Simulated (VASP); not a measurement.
Write the native input for VASP 6.6.1 that does the following.

| Item | Value |
| --- | --- |
| Task | single point |
| Functional | PBE |
| Potentials or basis | VASP PAW PBE potentials, release 64 (C) |
| Cutoff | 600 eV |
| k mesh | 9 × 9 × 4, shifted |
| Occupations | gaussian, width 0.01 eV |
| Spin | no spin polarisation |
| Dipole correction | no |
| Further INCAR settings | ALGO = Normal; EDIFF = 1e-06; NBANDS = 16 |

The structure of C lies in POSCAR:

```
C
1.0
    2.5031953710      0.0000000000      0.0000000000
   -1.2515976855      2.1678307819      0.0000000000
    0.0000000000      0.0000000000      4.1688692747
C
4
Direct
    0.3333333333      0.6666666667      0.0002313176
    0.6666666667      0.3333333333      0.5002313176
    0.3333333333      0.6666666667      0.3747686824
    0.6666666667      0.3333333333      0.8747686824
```

The input as run:

INCAR

```
PREC = Accurate ; ENCUT = 600
EDIFF = 1E-6 ; ISMEAR = 0
SIGMA = 0.01 ; LREAL = F
LASPH = T ; NELM = 120
ALGO = Normal ; ISIF = 2
LWAVE = F ; LCHARG = F
GGA = PE ; NBANDS = 16
GGA_COMPAT = F
```

KPOINTS

```
Automatic mesh
0
Gamma
  9 9 4
  0 0 0.5
```

Potentials or basis: VASP PAW PBE potentials, release 64 (C).

Command:

```bash
$ cat potpaw_PBE.64/C/POTCAR > POTCAR
$ mpirun -np 1 vasp_std > vasp.out
```

Results of the run:

* Pressure: 4.2 GPa
* Largest force: 0.015 eV/Å
* Band gap on the k mesh: 3.98 eV (least direct gap 5.38 eV)

Caveat: the cell stands under pressure; a shifted mesh leaves out Γ, where band edges can lie.

It took 15 s on 1 thread of Intel Xeon 8259CL, with other jobs on the host, peak memory 0.13 GiB.
